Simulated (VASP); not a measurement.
A run of VASP 6.6.1 is set up as follows.

File INCAR:

```
SYSTEM = LiCl
  ALGO = Normal
  EDIFF = 1E-6
  ENCUT = 520
  GGA = PE
  ISIF = 2
  ISMEAR = 0
  LASPH = .TRUE.
  LCHARG = .TRUE.
  LELF = .TRUE.
  LREAL = .FALSE.
  LVHAR = .TRUE.
  LWAVE = .FALSE.
  NBANDS = 12
  NELM = 60
  PREC = Accurate
  SIGMA = 0.02
```

File KPOINTS:

```
k-points
0
G
  8 8 8
  0 0 0
```

Contents of POSCAR:

```
LiCl
1.0
    0.0000000000      2.5746113100      2.5746113100
    2.5746113100      0.0000000000      2.5746113100
    2.5746113100      2.5746113100      0.0000000000
Li Cl
1 1
Direct
    0.0000000000      0.0000000000      0.0000000000
    0.5000000000      0.5000000000      0.5000000000
```

Potentials or basis: VASP PAW PBE potentials, release 64 (Li_sv, Cl).

Command:

```console
$ cat potpaw_PBE.64/Li_sv/POTCAR potpaw_PBE.64/Cl/POTCAR > POTCAR
$ mpirun -np 1 vasp_std > vasp.out
```

Question: Predict the band gap on the k mesh.

Answer: 6.27 eV.

 A k mesh can miss the band edges.
